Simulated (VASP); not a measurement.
# CsTa4: single point with PBE

The system is CsTa4.

```
Cs Ta
1.0
     4.94878    0.00000    0.00000
     0.00000    4.94878    0.00000
     0.00000    0.00000    4.94878
Cs Ta
1 4
Direct
  0.50000 0.50000 0.50000
  0.00000 0.00000 0.00000
  0.50000 0.50000 0.00000
  0.50000 0.00000 0.50000
  0.00000 0.50000 0.50000
```

* Program: VASP 6.6.1
* Task: single point
* Functional: PBE
* Potentials or basis: VASP PAW PBE potentials, release 64 (Cs_sv, Ta_pv)
* Cutoff: 520 eV
* k mesh: 4 × 4 × 4
* Occupations: gaussian, width 0.1 eV
* Spin: no spin polarisation

```
Pressure : 0.2 GPa
```

Levels at points of the mesh, in eV from the Fermi level:
```
           k point  band 24  band 25  band 26  band 27  band 28  band 29  band 30  band 31
(0.00, 0.00, 0.00)    -1.71    -0.42    -0.42    -0.42     2.19     2.19     2.19     2.22
(0.50, 0.00, 0.00)    -1.10    -0.25    -0.25    -0.18     0.53     0.75     0.75     0.83
(0.50, 0.50, 0.00)    -0.72    -0.53    -0.53    -0.51     0.53     0.81     0.84     0.89
(0.50, 0.50, 0.50)    -0.54    -0.54    -0.54     0.12     0.12     1.64     1.64     1.64
```

Run time: 21 s on 1 thread of Intel(R) Xeon(R) 6975P-C (Granite Rapids), on a shared host, peak memory 0.25 GiB.

Caveat: spin-orbit coupling is left out, which moves the levels of the heavy elements.
